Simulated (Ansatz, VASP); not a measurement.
One calculation of KCa7F16, two programs

```xyz
24
Lattice="0.0000 5.4620 5.4620 5.4620 0.0000 5.4620 5.4620 5.4620 0.0000" Properties=species:S:1:pos:R:3 pbc="T T T"
K     0.0000    0.0000    0.0000
Ca    2.7310    2.7310    0.0000
Ca    2.7310    0.0000    2.7310
Ca    5.4620    2.7310    2.7310
Ca    0.0000    2.7310    2.7310
Ca    2.7310    5.4620    2.7310
Ca    2.7310    2.7310    5.4620
Ca    5.4620    5.4620    5.4620
F     1.3655    1.3655    1.3655
F     4.0965    4.0965    1.3655
F     4.0965    1.3655    4.0965
F     6.8275    4.0965    4.0965
F     1.3655    4.0965    4.0965
F     4.0965    6.8275    4.0965
F     4.0965    4.0965    6.8275
F     6.8275    6.8275    6.8275
F     4.0965    4.0965    4.0965
F     6.8275    6.8275    4.0965
F     6.8275    4.0965    6.8275
F     9.5585    6.8275    6.8275
F     4.0965    6.8275    6.8275
F     6.8275    9.5585    6.8275
F     6.8275    6.8275    9.5585
F     9.5585    9.5585    9.5585
```

Alike in both runs: task electric field gradients; functional PBE; k mesh 3 × 3 × 3; occupations fermi-dirac, width 0.01 eV; collinear spin.

|  | VASP | Ansatz |
| --- | --- | --- |
| version | VASP 6.6.1 | Ansatz 0.2.0 |
| potentials or method | VASP PAW PBE potentials, release 64 (K_sv, Ca_sv, F) | plane-wave PAW, scalar-relativistic |
| plane-wave cutoff (eV) | 520 | 420 |
| valence electrons in the cell | 191 | 191 |

|  | VASP | Ansatz | Ansatz less VASP |
| --- | --- | --- | --- |
| pressure (GPa) | 5.2 | 4.9 | -0.35 |
| rms of the force components (eV/Å) | 0.401 | 0.396 | -0.0050 |
| net moment per atom (μB) | 0.04 | 0.04 | 0.000 |
| size of the moment on the site where the two differ most (μB) | 0.08 | 0.09 | +0.009 |
| size of Vzz on the site where it differs most (V/Å²) | 10.2 | 9.5 | -0.74 |

Site moments also hang on the region over which each program counts them. Atom by atom the forces differ by 0.005 eV/Å (rms over components). With one functional, cell and mesh, what is left measures potentials, basis and numerics.
